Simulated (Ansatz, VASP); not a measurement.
# One calculation of CuO, two programs

```
CELL_PARAMETERS angstrom
2.34465 -1.71340 0.00000
2.34465 1.71340 0.00000
-0.86055 0.00000 5.05944
ATOMIC_POSITIONS crystal
Cu 0.00320 0.49680 0.00000
Cu 0.49680 0.00320 0.50000
O 0.57140 0.40560 0.25370
O 0.40560 0.57140 0.75370
```

Alike in both runs: task single point; functional PBE; k mesh 6 × 6 × 4; occupations gaussian, width 0.1 eV; collinear spin; Hubbard terms Cu d U = 4.0 eV.

```csv
,VASP,Ansatz
version,VASP 6.6.1,Ansatz 0.2.0
potentials or method,"VASP PAW PBE potentials, release 64 (Cu, O), cutoff 600 eV","scalar-relativistic, plane waves, PAW"
valence electrons in the cell,34,50
```

|  | VASP | Ansatz | Ansatz less VASP |
| --- | --- | --- | --- |
| gap on the k mesh at the Fermi level (eV) | none | none | - |
| pressure (GPa) | 4.7 | 8.4 | +3.72 |
| traceless stress, the component that is largest in VASP (GPa) | -0.64 | -0.66 | -0.022 |
| rms of the force components (eV/Å) | 0.452 | 0.480 | +0.0284 |
| net moment per atom (μB) | 0.50 | 0.47 | -0.030 |
| size of the moment on the site where the two differ most (μB) | 0.66 | 0.59 | -0.066 |

Site moments also hang on the region over which each program counts them. The programs project onto different local orbitals, so the same U acts differently, and such runs can settle in different states. Atom by atom the forces differ by 0.029 eV/Å (rms over components). A gap of «none» marks a metal or a gap that the smearing closes. VASP's potentials hold 34 valence electrons a cell and Ansatz's 50, so a difference there can come from the potentials and not from the codes. Ansatz's warnings: filled band counts differ across k points.

The k mesh is coarse, so the values compare programs but aren't converged.
